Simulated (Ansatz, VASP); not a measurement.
## Two plane-wave programs on TiAl2

```
Ti Al
1.0
     2.06041   -6.37101    0.00000
     2.06041    6.37101    0.00000
     0.00000    0.00000    3.87007
Ti Al
2 4
Direct
  0.65606 0.34394 0.00000
  0.34394 0.65606 0.00000
  0.00000 0.00000 0.00000
  0.82698 0.17302 0.50000
  0.17302 0.82698 0.50000
  0.50000 0.50000 0.50000
```

Change from the starting cell: volume 16.934 Å^3 an atom, stretch along c over the lengths across it, relative to the relaxed cell 0.9230.

Alike in both runs: task single point; functional LDA; k mesh 12 × 12 × 12; occupations gaussian, width 0.15 eV; no spin polarisation.

|  | VASP | Ansatz |
| --- | --- | --- |
| version | VASP 6.6.1 | Ansatz 0.2.0 |
| potentials or method | VASP PAW LDA potentials, release 64 (Ti_sv, Al), cutoff 520 eV | scalar-relativistic, plane waves, PAW |
| valence electrons in the cell | 36 | 36 |

Ansatz gave:

```
gap on the k mesh at the Fermi level (eV)                     : none
pressure (GPa)                                                : -10.8
traceless stress, the component that is largest in VASP (GPa) : 5.36
rms of the force components (eV/Å)                            : 0.097
```

Question: What did VASP give for the same quantities?

Answer: gap on the k mesh at the Fermi level (eV): none; pressure (GPa): -10.7; traceless stress, the component that is largest in VASP (GPa): 5.36; rms of the force components (eV/Å): 0.096.

Ansatz warns that its potentials were made for another functional, while VASP's fit it. LDA's correlation is that of Perdew and Zunger in VASP and of Perdew and Wang (1992) in Ansatz. Atom by atom the forces differ by 0.002 eV/Å (rms over components). A gap of «none» marks a metal or a gap that the smearing closes.
